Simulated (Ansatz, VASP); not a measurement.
AlN: VASP beside Ansatz

Contents of INCAR:

```
SYSTEM = AlN
ALGO = Normal
EDIFF = 1E-6
ENCUT = 520
GGA = PE
ISIF = 2
ISMEAR = 0
LASPH = .TRUE.
LCHARG = .FALSE.
LREAL = .FALSE.
LWAVE = .FALSE.
NBANDS = 16
NELM = 100
PREC = Accurate
SIGMA = 0.05
```

File KPOINTS:

```
k-points
0
G
  12 12 6
  0 0 0
```

POSCAR

```
AlN
1.0
    3.2554491453      0.0000000000      0.0000000000
   -1.6277245727      2.8193016605      0.0000000000
    0.0000000000      0.0000000000      4.8172604684
Al N
2 2
Direct
    0.3333333333      0.6666666667      0.0017287175
    0.6666666667      0.3333333333      0.5017287175
    0.3333333333      0.6666666667      0.3832712825
    0.6666666667      0.3333333333      0.8832712825
```

Input for Ansatz:

```yaml
crystal:
  lattice:
    - [3.2554491453, 0.0, 0.0]
    - [-1.6277245727, 2.8193016605, 0.0]
    - [0.0, 0.0, 4.8172604684]
  atoms:
    - { symbol: Al, position: [0.3333333333, 0.6666666667, 0.0017287175] }
    - { symbol: Al, position: [0.6666666667, 0.3333333333, 0.5017287175] }
    - { symbol: "N", position: [0.3333333333, 0.6666666667, 0.3832712825] }
    - { symbol: "N", position: [0.6666666667, 0.3333333333, 0.8832712825] }
basis:
  ecutwfc: 420
kpoints:
  mp_grid: { grid: [12, 12, 6] }
hamiltonian:
  xc: pbe
scf:
  occupations: { method: gaussian, width: 0.05 }
output:
  forces: true
  stress: true
  eigenvalues: true
```

Change from the starting cell: strain +0.040 along x and y, -0.040 along z, atoms carried along.

Alike in both runs: task single point; functional PBE; k mesh 12 × 12 × 6; occupations gaussian, width 0.05 eV; no spin polarisation.

```csv
,VASP,Ansatz
version,VASP 6.6.1,Ansatz 0.2.0
potentials or method,"VASP PAW PBE potentials, release 64 (Al, N), cutoff 520 eV","scalar-relativistic, plane waves, PAW"
valence electrons in the cell,16,16
```

|  | VASP | Ansatz | Ansatz less VASP |
| --- | --- | --- | --- |
| gap on the k mesh at the Fermi level (eV) | 3.52 | 3.52 | -0.004 |
| least direct gap on the mesh (eV) | 3.52 | 3.52 | -0.004 |
| pressure (GPa) | -6.1 | -5.9 | +0.25 |
| traceless stress, the component that is largest in VASP (GPa) | 19.37 | 19.20 | -0.178 |
| rms of the force components (eV/Å) | 0.575 | 0.573 | -0.0023 |

Atom by atom the forces differ by 0.002 eV/Å (rms over components). With one functional, cell and mesh, what is left measures potentials, basis and numerics.
